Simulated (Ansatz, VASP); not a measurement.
## CdS: VASP beside Ansatz

```
Cd S
1.0
     3.38691    0.00000    0.00000
     0.00000    3.38691    0.00000
     0.00000    0.00000    3.38691
Cd S
1 1
Cartesian
  0.0000 0.0000 0.0000
  1.6935 1.6935 1.6935
```

Alike in both runs: task single point; functional PBE; k mesh 6 × 6 × 6; occupations methfessel-paxton of order 1, width 0.05 eV; no spin polarisation.

|  | VASP | Ansatz |
| --- | --- | --- |
| version | VASP 6.6.1 | Ansatz 0.2.0 |
| potentials or method | VASP PAW PBE potentials, release 64 (Cd, S) | plane waves |
| plane-wave cutoff (eV) | 500 | 420 |
| valence electrons in the cell | 18 | 26 |

VASP gave:

- pressure (GPa): 2.0

**Question.** Estimate Ansatz's values.

**Answer.** Pressure (GPa): 1.7.

With one functional, cell and mesh, what is left measures potentials, basis and numerics. VASP's potentials hold 18 valence electrons a cell and Ansatz's 26, so a difference there can come from the potentials and not from the codes.
